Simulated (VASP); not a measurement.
# ZrH4 (Pmmm) in VASP: relaxation of cell and atoms with PBE

Aim: the relaxation of cell and atoms of ZrH4 with PBE.

Program: VASP 6.6.1. These are calculated values, not measurements. Logs are shortened: lines on timing, memory, paths and dates and some standing lists are left out, and cuts for length are marked.

## Step 1: The cell of the first run

It takes space group Pmmm (No. 47, orthorhombic). Conventional cell: a = 3.099 Å, b = 3.347 Å, c = 5.367 Å, α = 90.00°, β = 90.00°, γ = 90.00°. Within 3.2 Å of Zr (site symmetry mmm) lie 12 H at 2.45 Å and 2 Zr at 3.10 Å. H (site symmetry mm2) has 3 H at 1.79 Å and 2 Zr at 2.45 Å within 2.5 Å. H (site symmetry mm2) has 3 H at 1.79 Å and 4 Zr at 2.45 Å within 2.5 Å.

## Step 2: Relaxation of cell and atoms, PBE (atoms taken out)

The input, INCAR:

```
  ALGO = Normal
  EDIFF = 1E-7
  EDIFFG = -0.04
  ENCUT = 910
  GGA = PE
  GGA_COMPAT = F
  IBRION = 2
  ISIF = 3
  ISMEAR = 0
  LASPH = T
  LCHARG = F
  LREAL = F
  LWAVE = F
  NELM = 120
  NELMIN = 4
  NSW = 90
  PREC = Accurate
  SIGMA = 0.1
```

The input, KPOINTS:

```
k-points
0
Gamma
  6 6 4
```

The input, POSCAR:

```
ZrH4
1.0
    3.0987341800      0.0000000000      0.0000000000
    0.0000000000      3.3466329100      0.0000000000
    0.0000000000      0.0000000000      5.3671650300
Zr H
1 4
Direct
    0.0000000000      0.0000000000      0.0000000000
    0.0000000000      0.5000000000      0.6666666700
    0.5000000000      0.5000000000      0.1666666700
    0.5000000000      0.5000000000      0.8333333300
    0.0000000000      0.5000000000      0.3333333300
```

Potentials or basis: VASP PAW PBE potentials, release 64 (Zr_sv, H_h).

Run with:

```
cat potpaw_PBE.64/Zr_sv/POTCAR potpaw_PBE.64/H_h/POTCAR > POTCAR
mpirun -np 1 vasp_std > vasp.out
```

OUTCAR:

```text
EDIFF = 1E-7
   EDIFFG = -0.04
   ENCUT = 910
   GGA = PE
   IBRION = 2
   ISIF = 3
   ISMEAR = 0
   LASPH = T
   LREAL = F
   NELM = 120
   NELMIN = 4
   NSW = 90
   PREC = Accurate

 ion  position               nearest neighbor table
   1  0.000  0.000  0.000-
   2  0.000  0.500  0.667-
   3  0.500  0.500  0.167-
   4  0.500  0.500  0.833-
   5  0.000  0.500  0.333-

  LATTYP: Found a simple orthorhombic cell.
 ALAT       =     3.0987341800
 B/A-ratio  =     1.0799999986
 C/A-ratio  =     1.7320508047

  Lattice vectors:

 A1 = (   3.0987341800,   0.0000000000,   0.0000000000)
 A2 = (   0.0000000000,   3.3466329100,   0.0000000000)
 A3 = (   0.0000000000,   0.0000000000,   5.3671650300)

Analysis of symmetry for initial positions (statically):
=====================================================================
 Subroutine PRICEL returns:
 Original cell was already a primitive cell.

 Routine SETGRP: Setting up the symmetry group for a
 simple orthorhombic supercell.

 Subroutine GETGRP returns: Found  8 space group operations
 (whereof  8 operations were pure point group operations)
 out of a pool of  8 trial point group operations.

The static configuration has the point symmetry D_2h.

Analysis of symmetry for dynamics (positions and initial velocities):
=====================================================================
 Subroutine PRICEL returns:
 Original cell was already a primitive cell.

 Routine SETGRP: Setting up the symmetry group for a
 simple orthorhombic supercell.

 Subroutine GETGRP returns: Found  8 space group operations
 (whereof  8 operations were pure point group operations)
 out of a pool of  8 trial point group operations.

The dynamic configuration has the point symmetry D_2h.

 Subroutine INISYM returns: Found  8 space group operations
 (whereof  8 operations are pure point group operations),
 and found     1 'primitive' translations

----------------------------------------------------------------------------------------

                                     Primitive cell

  volume of cell :      55.6592

  direct lattice vectors                    reciprocal lattice vectors
     3.098734180  0.000000000  0.000000000     0.322712418  0.000000000  0.000000000
     0.000000000  3.346632910  0.000000000     0.000000000  0.298807795  0.000000000
     0.000000000  0.000000000  5.367165030     0.000000000  0.000000000  0.186318102

  length of vectors
     3.098734180  3.346632910  5.367165030     0.322712418  0.298807795  0.186318102
[... 105 lines left out ...]
   IMIX   =      4    mixing-type and parameters
     AMIX     =   0.40;   BMIX     =  1.00
     AMIX_MAG =   1.60;   BMIX_MAG =  1.00
  volume/ion in A,a.u.               =      11.13        75.12
  Fermi-wavevector in a.u.,A,eV,Ry     =   1.080444  2.041744 15.882895  1.167360
  Thomas-Fermi vector in A             =   2.216435
   LORBIT       =      0    0 simple, 1 ext, 2 COOP (PROOUT), +10 PAW based schemes
   GGA     = PE    functional components
   LHFCALC =     F    Hartree Fock is set to
   AEXX    =    0.0000 exact exchange contribution
   IVDW    =     0    specifies the selected vdW correction
   LEPSILON=     F    determine dielectric tensor
   LRPA    =     F    only Hartree local field effects (RPA)
 conjugate gradient relaxation of ions
 non-spin polarized calculation
 Gauss-broadening in eV      SIGMA  =   0.10
  energy-cutoff  :      910.00
  volume of cell :       55.66
 maximum number of plane-waves:      3516
   NGX = 15   NGY = 17   NGZ = 27

--------------------------------------- Ionic step        1  -------------------------------------------

 number of electron      16.0000000 magnetization

 Free energy of the ion-electron system (eV)
  ---------------------------------------------------
  ext. energy  EPLUGINS =         0.00000000
  ---------------------------------------------------
  free energy    TOTEN  =       -19.63833264 eV

  energy without entropy =      -19.62980669  energy(sigma->0) =      -19.63406967

------------------------ aborting loop because EDIFF is reached ----------------------------------------

  FORCE on cell =-STRESS in cart. coord.  units (eV):
  Direction    XX          YY          ZZ          XY          YZ          ZX
  --------------------------------------------------------------------------------------
  -------------------------------------------------------------------------------------
  Total       -2.5676222     -9.4718036     -4.7061927      0.0000000      0.0000000      0.0000000
  in kB      -73.9101964   -272.6502610   -135.4699392      0.0000000      0.0000000      0.0000000
  external PRESSURE =    -160.6767989 kB  Pullay stress =       0.0000000 kB
[... 98 lines left out ...]
  FREE ENERGIE OF THE ION-ELECTRON SYSTEM (eV)
  ---------------------------------------------------
  free  energy   TOTEN  =       -20.8130139036 eV

  energy  without entropy=      -20.8075328977  energy(sigma->0) =      -20.81027340

[... ionic steps 4 to 25 ...]

--------------------------------------- Ionic step       26  -------------------------------------------

 number of electron      16.0000000 magnetization

 E-fermi :   3.7404     XC(G=0):  -8.9705

 val. band max:        3.7274540719   @ k =   0.1667   0.0000   0.5000
 cond. band min:       3.7538738062   @ k =   0.1667   0.3333   0.2500
 fundamental gap:      0.0264197343
 Fermi energy:         3.7403590345

 k-point     1 :       0.0000    0.0000    0.0000
  band No.  band energies     occupation
      1     -45.2754      2.00000
      2     -23.4726      2.00000
      3     -22.9190      2.00000
      4     -22.5056      2.00000
      5      -5.5691      2.00000
      6      -2.0902      2.00000
      7       0.2362      2.00000
      8       1.9334      2.00000
      9       6.3796      0.00000
     10       7.0956      0.00000
     11       7.7739      0.00000
     12       8.8383      0.00000
[... 422 lines left out ...]
--------------------------------------- Ionic step       28  -------------------------------------------

 number of electron      16.0000000 magnetization

 Free energy of the ion-electron system (eV)
  ---------------------------------------------------
  ext. energy  EPLUGINS =         0.00000000
  ---------------------------------------------------
  free energy    TOTEN  =       -20.95285734 eV

  energy without entropy =      -20.94091556  energy(sigma->0) =      -20.94688645

 E-fermi :   3.6449     XC(G=0):  -8.8817

 val. band max:        3.6208214050   @ k =   0.5000   0.5000   0.0000
 cond. band min:       3.6485401518   @ k =   0.3333   0.5000   0.0000
 fundamental gap:      0.0277187469
 Fermi energy:         3.6449059647

 k-point     1 :       0.0000    0.0000    0.0000
  band No.  band energies     occupation
      1     -45.3688      2.00000
      2     -23.5711      2.00000
      3     -23.0157      2.00000
      4     -22.5988      2.00000
      5      -5.6749      2.00000
      6      -2.2376      2.00000
      7       0.1616      2.00000
      8       1.8451      2.00000
      9       6.2705      0.00000
     10       6.9817      0.00000
     11       7.6526      0.00000
     12       8.7395      0.00000
[... 377 lines left out ...]
  FREE ENERGIE OF THE ION-ELECTRON SYSTEM (eV)
  ---------------------------------------------------
  free  energy   TOTEN  =       -20.9528573409 eV

  energy  without entropy=      -20.9409155556  energy(sigma->0) =      -20.94688645

 reached required accuracy - stopping structural energy minimisation
```

OSZICAR:

```text
N       E                     dE             d eps       ncg     rms          rms(c)
DAV:   1     0.140421912331E+03    0.14042E+03   -0.10418E+04  1152   0.188E+03
DAV:   2    -0.123651522441E+02   -0.15279E+03   -0.14584E+03  1332   0.336E+02
DAV:   3    -0.208458678829E+02   -0.84807E+01   -0.82213E+01  1884   0.755E+01
[... 314 lines left out ...]
DAV:   4    -0.209527910844E+02    0.13235E-03   -0.10583E-03  1816   0.220E-01    0.808E-02
DAV:   5    -0.209528569010E+02   -0.65817E-04   -0.18125E-04  1772   0.979E-02    0.354E-02
DAV:   6    -0.209528569846E+02   -0.83569E-07   -0.28553E-05  1544   0.489E-02    0.439E-03
DAV:   7    -0.209528570557E+02   -0.71152E-07   -0.28799E-06  1320   0.137E-02    0.461E-03
DAV:   8    -0.209528573872E+02   -0.33144E-06   -0.32068E-07  1320   0.420E-03    0.113E-03
DAV:   9    -0.209528573409E+02    0.46237E-07   -0.14614E-07  1064   0.302E-03
  28 F= -.20952857E+02 E0= -.20946886E+02  d E =-.180740E-02
```

Wall time 22 min (1 thread of Intel Xeon Platinum 8259CL at 2.50GHz (Skylake/Cascade Lake), shared host); peak memory 0.29 GiB.

Results:

```
Free energy                           : -20.9529 eV
Relaxed volume                        : 9.68 Å³/atom
Relaxed cell                          : a = 3.034 Å, b = 2.828 Å, c = 5.642 Å, α = 90.00°, β = 90.00°, γ = 90.00°
Space group after relaxing (to 0.1 Å) : Pmmm (No. 47)
Energy gained by relaxing             : 262.9 meV/atom
Ionic steps                           : 28
Pressure after relaxing               : 0.1 GPa
Largest force after relaxing          : 0.017 eV/Å
Band gap on the k mesh                : zero (bands 8 and 9 overlap by 2.20 eV)
```

Forces on the atoms (eV/Å):
```
Zr   0.000  0.000  0.000
H    0.000  0.000 -0.011
H    0.000  0.000 -0.017
H    0.000  0.000  0.017
H    0.000  0.000  0.011
```

The path:
```tsv
step	energy change (eV)	largest force (eV/Å)	pressure (GPa)	volume (Å³)
1	0.0000	0.9558	-16.07	55.66
2	-0.9796	0.8095	-7.99	47.08
3	-1.1747	0.5429	-0.22	43.17
4	-1.1806	0.4559	2.14	42.28
5	-1.1807	0.4811	1.46	42.53
6	-1.2277	0.3364	1.26	42.84
7	-1.2495	0.1346	1.27	43.22
8	-1.2611	0.1445	-0.07	43.87
9	-1.2671	0.2058	-1.77	44.79
10	-1.2745	0.1780	-1.57	44.83
11	-1.2896	0.0918	-0.94	44.94
12	-1.2860	0.1181	0.61	45.11
13	-1.2941	0.0519	-0.35	45.01
14	-1.2986	0.0313	0.27	44.88
15	-1.3007	0.0493	0.99	44.72
16	-1.3042	0.0143	0.50	45.10
17	-1.3058	0.0651	-0.09	45.58
18	-1.3067	0.0611	0.03	45.65
19	-1.3083	0.0494	0.43	45.86
20	-1.3073	0.0298	1.30	46.27
21	-1.3086	0.0404	0.72	46.00
22	-1.3091	0.0429	0.65	46.11
23	-1.3104	0.0504	0.42	46.45
24	-1.3120	0.0653	-0.01	47.13
25	-1.3124	0.0935	-0.77	48.49
26	-1.3127	0.0790	-0.41	47.84
27	-1.3139	0.0427	-0.21	48.08
28	-1.3145	0.0173	0.11	48.42
```

Final structure:
```xyz
5
Lattice="3.0344 0.0000 0.0000 0.0000 2.8283 0.0000 0.0000 0.0000 5.6422" Properties=species:S:1:pos:R:3 pbc="T T T"
Zr    3.0344    0.0000    0.0000
H     0.0000    1.4142    4.1397
H     1.5172    1.4142    0.9901
H     1.5172    1.4142    4.6522
H     0.0000    1.4142    1.5026
```

Levels at points of the mesh, in eV from the Fermi level:
```
           k point  band 5  band 6  band 7  band 8  band 9  band 10  band 11  band 12
(0.00, 0.00, 0.00)   -9.32   -5.88   -3.48   -1.80    2.63     3.34     4.01     5.09
(0.50, 0.00, 0.00)   -5.50   -5.29   -4.93   -2.33   -0.83     2.52     3.84     5.55
(0.00, 0.50, 0.00)   -7.18   -6.37   -1.62    0.68    1.04     1.25     3.63     4.61
(0.50, 0.50, 0.00)   -7.07   -4.76   -2.28   -1.66   -0.02     1.97     4.84     5.14
(0.00, 0.00, 0.50)   -9.09   -6.53   -3.12   -1.36    2.60     2.65     3.32     5.09
(0.50, 0.00, 0.50)   -5.16   -5.11   -5.10   -3.22   -0.48     2.52     3.83     5.29
(0.00, 0.50, 0.50)   -7.41   -6.11   -1.56    1.04    1.26     2.13     3.33     3.62
(0.50, 0.50, 0.50)   -7.04   -5.00   -1.83   -1.71   -0.11     2.31     5.23     5.82
```

Caveat: the cell differs from its parent crystal (atoms taken out); a cell axis changed by over 15 % at a fixed basis, so the end point is rough.
